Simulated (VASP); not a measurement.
Input of a VASP 6.6.1 run:

File INCAR:

```
PREC     = Accurate       # precision mode
ENCUT    = 600            # plane-wave cutoff, eV
EDIFF    = 1E-6           # SCF threshold, eV
ISMEAR   = 0              # smearing method
SIGMA    = 0.1            # smearing width, eV
LREAL    = F              # projectors in reciprocal space
LASPH    = T              # aspherical terms in the spheres
NELM     = 80             # most SCF steps
ALGO     = Normal         # electronic algorithm
ISIF     = 3              # what is computed and relaxed
LWAVE    = F              # write WAVECAR
LCHARG   = F              # write CHGCAR
GGA      = PE             # functional
IBRION   = 2              # ionic algorithm
NSW      = 90             # ionic steps
EDIFFG   = -0.04          # ionic threshold
```

Contents of KPOINTS:

```
Automatic mesh
0
Gamma
  6 6 6
```

POSCAR

```
LiNd
1.0
    3.3835259300      0.0000000000      0.0000000000
    0.0000000000      3.3835259300      0.0000000000
    0.0000000000      0.0000000000      3.3835259300
Li Nd
1 1
Direct
    0.0000000000      0.0000000000      0.0000000000
    0.5000000000      0.5000000000      0.5000000000
```

Potentials or basis: VASP PAW PBE potentials, release 64 (Li_sv, Nd).

Command:

```sh
$ cat potpaw_PBE.64/Li_sv/POTCAR potpaw_PBE.64/Nd/POTCAR > POTCAR
$ mpirun -np 1 vasp_std > vasp.out
```

**Question.** Predict the relaxed volume.

**Answer.** 23.97 Å³/atom.

**Question.** Predict the band gap on the k mesh.

**Answer.** Zero (an odd number of electrons rules out a gap without spin polarisation).

Final structure:
```
Li Nd
1.0
     3.63290    0.00000    0.00000
     0.00000    3.63290    0.00000
     0.00000    0.00000    3.63290
Li Nd
1 1
Direct
  0.00000 0.00000 0.00000
  0.50000 0.50000 0.50000
```

Caveat: the cutoff is under 1.25 times the usual one of these potentials, so pressure, stress and relaxed cells hold a basis-set (Pulay) error; the volume moved by over 15 % at a fixed basis, so the end points are rough; spin-orbit coupling is left out, which moves the levels of the heavy elements; semilocal functionals describe open f shells poorly, which spoils levels, moments and volumes. Spin polarisation is off, so any magnetic state and its effect on volume and gap are missing.
